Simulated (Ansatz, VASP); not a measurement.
# One calculation of ZnS, two programs

```
CELL_PARAMETERS angstrom
0.00000 2.66102 2.79407
2.66102 0.00000 2.79407
2.66102 2.66102 0.00000
ATOMIC_POSITIONS crystal
Zn 0.00000 0.00000 0.00000
S 0.75000 0.75000 0.75000
```

Alike in both runs: task single point; functional r2SCAN; k mesh 8 × 8 × 8; occupations gaussian, width 0.05 eV; no spin polarisation.

|  | VASP | Ansatz |
| --- | --- | --- |
| version | VASP 6.6.1 | Ansatz 0.2.0 |
| potentials or method | VASP PAW PBE potentials, release 64 (Zn, S), cutoff 520 eV | scalar-relativistic, plane waves, PAW |
| valence electrons in the cell | 18 | 18 |

VASP gave:

| Quantity | Value |
| --- | --- |
| gap on the k mesh at the Fermi level (eV) | 2.59 |
| least direct gap on the mesh (eV) | 2.59 |
| pressure (GPa) | -0.9 |
| traceless stress, the component that is largest in VASP (GPa) | -1.55 |

Problem. Which values does Ansatz return?

Solution. gap on the k mesh at the Fermi level (eV): 2.58; least direct gap on the mesh (eV): 2.58; pressure (GPa): -0.9; traceless stress, the component that is largest in VASP (GPa): -1.56.

VASP's potentials were made for PBE, not for r2SCAN.
